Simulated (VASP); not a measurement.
# Nb20H (a cell with a defect) in VASP: single point with PBE

Aim: the single point of Nb20H (a cell with a defect) with PBE.

Program: VASP 6.6.1. These are calculated values, not measurements. Logs are shortened: lines on timing, memory, paths and dates and some standing lists are left out, and cuts for length are marked.

## Step 1: The cell of the first run

The cell holds a defect, 21 atoms: a = 7.217 Å, b = 7.217 Å, c = 7.217 Å, α = 80.92°, β = 80.92°, γ = 80.92°.

## Step 2: Single point, PBE

INCAR reads:

```
PREC = Accurate ; ENCUT = 520
EDIFF = 1E-7 ; ISMEAR = 0
SIGMA = 0.1 ; LREAL = Auto
LASPH = True ; NELM = 100
ALGO = Normal ; ISIF = 2
LWAVE = False ; LCHARG = False
GGA = PE ; NBANDS = 146
```

KPOINTS reads:

```
regular mesh
0
Gamma
  3 3 3
```

POSCAR reads:

```
Nb20H
1.0
   -4.9668589766      4.9668589766      1.6556196589
    1.6556196589      4.9668589766     -4.9668589766
   -4.9668589766     -1.6556196589     -4.9668589766
Nb H
20 1
Direct
    0.4004824094      0.8987919067      0.8988594041
    0.2996239489      0.2981341743      0.7995074792
    0.2009723660      0.6965079774      0.6990623081
    0.1064467005      0.0922985235      0.5853654218
   -0.0000000302      0.5002949775      0.4997050171
    0.8935533545      0.4146344822      0.9077015315
    0.7984743313      0.8037478855      0.8008613530
    0.7003761968      0.2004925154      0.7018658203
    0.5996821762      0.5990665457      0.6024450390
    0.5006218038     -0.0024707969      0.4982604523
    0.4003177882      0.3975549254      0.4009334188
    0.2997756443      0.7962056339      0.2981575191
    0.2015255727      0.1991387021      0.1962521695
    0.1004829818      0.5988629965      0.1021513903
    0.0000000000     -0.0062845050      0.0062845050
    0.8995170733      0.8978486647      0.4011369075
    0.7990275985      0.3009376564      0.3034919870
    0.7002243201      0.7018424454      0.2037943305
    0.5995175551      0.1011405603      0.1012080577
    0.4993782815      0.5017394820      0.0024708272
    1.0000000852      0.1969092347      0.8030907297
```

Potentials or basis: VASP PAW PBE potentials, release 64 (Nb_sv, H).

Command:

```
cat potpaw_PBE.64/Nb_sv/POTCAR potpaw_PBE.64/H/POTCAR > POTCAR
mpirun -np 1 vasp_std > vasp.out
```

OUTCAR:

```text
PREC = Accurate
   ENCUT = 520
   EDIFF = 1E-7
   ISMEAR = 0
   LREAL = Auto
   LASPH = True
   NELM = 100
   ISIF = 2
   GGA = PE

 ion  position               nearest neighbor table
   1  0.400  0.899  0.899-   7 2.85  20 2.85   2 2.86  12 2.87  10 2.87  15 2.87   3 2.88  19 2.89

   2  0.300  0.298  0.800-  13 2.84   3 2.86  11 2.86   1 2.86   8 2.87  20 2.90   4 2.93   6 2.93

   3  0.201  0.697  0.699-   4 2.85   5 2.85   9 2.85   2 2.86  12 2.87   1 2.88  14 2.89   7 2.89
[... 31 lines left out ...]
  19  0.600  0.101  0.101-  13 2.85  10 2.85   8 2.86  18 2.87  20 2.87  15 2.87  17 2.88   1 2.89

  20  0.499  0.502  0.002-   6 2.81   1 2.85  14 2.86  11 2.86   9 2.87  19 2.87  18 2.88   2 2.90

  21  0.000  0.197  0.803-   4 1.85   6 1.85  15 1.90

  LATTYP: Found a trigonal (rhomboedric) cell.
 ALAT       =     7.2166787819
 COS(alpha) =     0.1578947368

  Lattice vectors:

 A1 = (  -4.9668589766,   4.9668589766,   1.6556196589)
 A2 = (   1.6556196589,   4.9668589766,  -4.9668589766)
 A3 = (  -4.9668589766,  -1.6556196589,  -4.9668589766)

Analysis of symmetry for initial positions (statically):
=====================================================================
 Subroutine PRICEL returns:
 Original cell was already a primitive cell.

 Routine SETGRP: Setting up the symmetry group for a
 trigonal (rhombohedral) supercell.

 Subroutine GETGRP returns: Found  2 space group operations
 (whereof  2 operations were pure point group operations)
 out of a pool of 12 trial point group operations.

The static configuration has the point symmetry C_2 .

Analysis of symmetry for dynamics (positions and initial velocities):
=====================================================================
 Subroutine PRICEL returns:
 Original cell was already a primitive cell.

 Routine SETGRP: Setting up the symmetry group for a
 trigonal (rhombohedral) supercell.

 Subroutine GETGRP returns: Found  2 space group operations
 (whereof  2 operations were pure point group operations)
 out of a pool of 12 trial point group operations.

The dynamic configuration has the point symmetry C_2 .

 Subroutine INISYM returns: Found  2 space group operations
 (whereof  2 operations are pure point group operations),
 and found     1 'primitive' translations

----------------------------------------------------------------------------------------
[... 121 lines left out ...]
   NFREE  =      0    steps in history (QN), initial steepest desc. (CG)
   ISIF   =      2    stress and relaxation
   ISYM   =      2    0-nonsym 1-usesym 2-fastsym
   POTIM  = 0.5000    time-step for ionic-motion
   TEBEG  =    0.0;   TEEND  =   0.0 temperature during run
   PSTRESS=    0.0 pullay stress
   NELECT =     261.0000    total number of electrons
   NUPDOWN=      -1.0000    fix difference up-down
   EMIN   =  10.00;   EMAX   =-10.00  energy-range for DOS
   EFERMI =   0.00;   METHOD = LEGACY
   ISMEAR =     0;   SIGMA  =   0.10  broadening in eV -4-tet -1-fermi 0-gaus
   EFERMI_NEDOS =   21; number of points for ismear=-14 and -15
   IALGO  =     38    algorithm
   IMIX   =      4    mixing-type and parameters
     AMIX     =   0.40;   BMIX     =  1.00
     AMIX_MAG =   1.60;   BMIX_MAG =  1.00
  volume/ion in A,a.u.               =      17.29       116.67
  Fermi-wavevector in a.u.,A,eV,Ry     =   1.466553  2.771383 29.263107  2.150778
  Thomas-Fermi vector in A             =   2.582277
   LORBIT       =      0    0 simple, 1 ext, 2 COOP (PROOUT), +10 PAW based schemes
   GGA     = PE    functional components
   LHFCALC =     F    Hartree Fock is set to
   AEXX    =    0.0000 exact exchange contribution
   IVDW    =     0    specifies the selected vdW correction
   LEPSILON=     F    determine dielectric tensor
   LRPA    =     F    only Hartree local field effects (RPA)
 non-spin polarized calculation
 Gauss-broadening in eV      SIGMA  =   0.10
  energy-cutoff  :      520.00
  volume of cell :      363.05
 maximum number of plane-waves:      9792
 NGX is ok and might be reduce to    54
   NGX = 27   NGY = 27   NGZ = 27

 number of electron     261.0000005 magnetization

 Free energy of the ion-electron system (eV)
  ---------------------------------------------------
  ext. energy  EPLUGINS =         0.00000000
  ---------------------------------------------------
  free energy    TOTEN  =      -208.14579927 eV

  energy without entropy =     -208.03209730  energy(sigma->0) =     -208.08894828

 E-fermi :  11.1509     XC(G=0): -12.4863

 val. band max:       11.1458227389   @ k =   0.3333   0.3333   0.3333
 cond. band min:      11.1598482282   @ k =  -0.3333   0.3333   0.3333
 fundamental gap:      0.0140254892
 Fermi energy:        11.1509189668

 k-point     1 :       0.0000    0.0000    0.0000
  band No.  band energies     occupation
      1     -43.2690      2.00000
      2     -43.1270      2.00000
      3     -43.1161      2.00000
      4     -43.1100      2.00000
      5     -43.0951      2.00000
      6     -43.0862      2.00000
[... 1439 lines left out ...]
    141      12.6532      0.00000
    142      12.6647      0.00000
 [bands above 142 left out]

------------------------ aborting loop because EDIFF is reached ----------------------------------------

  FORCE on cell =-STRESS in cart. coord.  units (eV):
  Direction    XX          YY          ZZ          XY          YZ          ZX
  --------------------------------------------------------------------------------------
  -------------------------------------------------------------------------------------
  Total        0.8313237      0.8313237      3.2791947      0.7220515      0.0275143     -0.0275139
  in kB        3.6686731      3.6686731     14.4712511      3.1864494      0.1214219     -0.1214202
  external PRESSURE =       7.2695325 kB  Pullay stress =       0.0000000 kB

 VOLUME and BASIS-vectors are now :
 -----------------------------------------------------------------------------
  energy-cutoff  :      520.00
  volume of cell :      363.05
      direct lattice vectors                 reciprocal lattice vectors
    -4.966858977  4.966858977  1.655619659    -0.090600519  0.090600519  0.060400346
     1.655619659  4.966858977 -4.966858977     0.060400346  0.090600519 -0.090600519
    -4.966858977 -1.655619659 -4.966858977    -0.090600519 -0.060400346 -0.090600519

 POSITION                                       TOTAL-FORCE (eV/Angst)
 -----------------------------------------------------------------------------------
     -4.96559      4.96514     -8.26563        -0.003346      0.001076     -0.002866
     -4.96563      1.64530     -4.95577        -0.001335      0.007540     -0.004287
     -3.31719      3.30028     -6.59887         0.004878     -0.003604      0.006987
     -3.28332      0.01800     -3.18963         0.003076     -0.006011      0.022436
     -6.62052      6.62443     -3.31124         0.002356      0.002356     -0.000000
     -8.26010      4.99478     -5.08847        -0.006011      0.003076     -0.022436
[... 13 lines left out ...]
     -1.66192      4.96832     -1.67756        -0.002440     -0.001555      0.000307
     -3.66283     -0.35159     -4.96686         0.002944      0.002944     -0.000000
 -----------------------------------------------------------------------------------
    total drift:                               -0.002291     -0.001779     -0.003018

  FREE ENERGIE OF THE ION-ELECTRON SYSTEM (eV)
  ---------------------------------------------------
  free  energy   TOTEN  =      -208.1457992663 eV

  energy  without entropy=     -208.0320973010  energy(sigma->0) =     -208.08894828
```

OSZICAR:

```text
N       E                     dE             d eps       ncg     rms          rms(c)
DAV:   1     0.395549412828E+04    0.39555E+04   -0.14340E+05  2920   0.190E+03
DAV:   2     0.168190779375E+03   -0.37873E+04   -0.37339E+04  3274   0.837E+02
DAV:   3    -0.176621429279E+03   -0.34481E+03   -0.33468E+03  4688   0.172E+02
DAV:   4    -0.213808804914E+03   -0.37187E+02   -0.35674E+02  4824   0.501E+01
[... 13 lines left out ...]
DAV:  18    -0.208145800210E+03    0.14615E-05   -0.89562E-07  3400   0.470E-03    0.227E-03
DAV:  19    -0.208145799572E+03    0.63892E-06   -0.17316E-07  1920   0.257E-03    0.118E-03
DAV:  20    -0.208145799432E+03    0.13995E-06   -0.78021E-08  1760   0.181E-03    0.971E-04
DAV:  21    -0.208145799298E+03    0.13383E-06   -0.60067E-08  1760   0.126E-03    0.504E-04
DAV:  22    -0.208145799266E+03    0.31509E-07   -0.43333E-08  1760   0.122E-03
   1 F= -.20814580E+03 E0= -.20808895E+03  d E =-.113702E+00
```

Run time: 32 min. Hardware: 1 thread of AMD EPYC 7R13 (Zen 3), shared host; peak memory 0.56 GiB.

What came out:

```yaml
Free_energy: -208.1458 eV
Pressure: 0.7 GPa
Largest_force: 0.023 eV/Å
```

Forces on the atoms (eV/Å):
```
Nb  -0.003  0.001 -0.003
Nb  -0.001  0.008 -0.004
Nb   0.005 -0.004  0.007
Nb   0.003 -0.006  0.022
Nb   0.002  0.002  0.000
Nb  -0.006  0.003 -0.022
Nb  -0.003 -0.002 -0.008
Nb   0.008 -0.001  0.004
Nb   0.000  0.004 -0.001
Nb  -0.002 -0.002  0.000
Nb   0.004  0.000  0.001
Nb   0.006 -0.005  0.007
Nb  -0.002 -0.003  0.008
Nb   0.001 -0.004  0.003
Nb  -0.002 -0.002  0.000
Nb  -0.004  0.001 -0.003
Nb  -0.004  0.005 -0.007
Nb  -0.005  0.006 -0.007
Nb   0.001 -0.003  0.003
Nb  -0.002 -0.002  0.000
H    0.003  0.003  0.000
```
